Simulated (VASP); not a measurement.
Crystal: SnO.

```
Sn O
1.0
     3.81370    0.00000    0.00000
     0.00000    3.81370    0.00000
     0.00000    0.00000    4.88691
Sn O
2 2
Direct
  0.50000 0.00000 0.76463
  0.00000 0.50000 0.23537
  0.00000 0.00000 0.00000
  0.50000 0.50000 0.00000
```

* Program: VASP 6.6.1
* Task: relaxation of cell and atoms
* Functional: RPBE
* Potentials or basis: VASP PAW PBE potentials, release 64 (Sn_d, O)
* Cutoff: 600 eV
* k mesh: 7 × 7 × 6
* Occupations: fermi-dirac, width 0.05 eV
* Spin: no spin polarisation

At the start: pressure 6.4 GPa; volume 17.77 Å³/atom.

Question: Where does the relaxation end?

Answer: Over 13 steps the energy falls by 31.7 meV/atom and the volume is 20.91 Å³/atom (+17.7 %); space group P4/nmm (No. 129, to 0.05 Å).

Step by step:
```tsv
step	energy change (eV)	largest force (eV/Å)	pressure (GPa)	volume (Å³)
1	0.0000	0.6408	6.36	71.08
2	-0.0265	1.0882	-3.57	78.58
3	-0.0846	0.3627	0.42	75.01
4	-0.0951	0.2313	0.28	75.83
5	-0.1013	0.0452	0.11	77.06
6	-0.1065	0.0303	0.17	77.54
7	-0.1176	0.0180	0.39	78.93
8	-0.1227	0.1223	1.01	81.65
9	-0.1254	0.0043	0.44	82.63
10	-0.1258	0.0640	0.12	83.21
11	-0.1262	0.0495	0.09	83.31
12	-0.1269	0.0112	0.01	83.58
13	-0.1269	0.0022	0.00	83.64
```

Final structure:
```
CELL_PARAMETERS angstrom
3.91270 0.00000 0.00000
0.00000 3.91270 0.00000
0.00000 0.00000 5.46328
ATOMIC_POSITIONS crystal
Sn 0.50000 0.00000 0.78618
Sn 0.00000 0.50000 0.21382
O 0.00000 0.00000 0.00000
O 0.50000 0.50000 0.00000
```

Caveat: the volume moved by over 15 % at a fixed basis, so the end points are rough; the PAW data sets were made with another functional, which shifts forces and pressure a little.
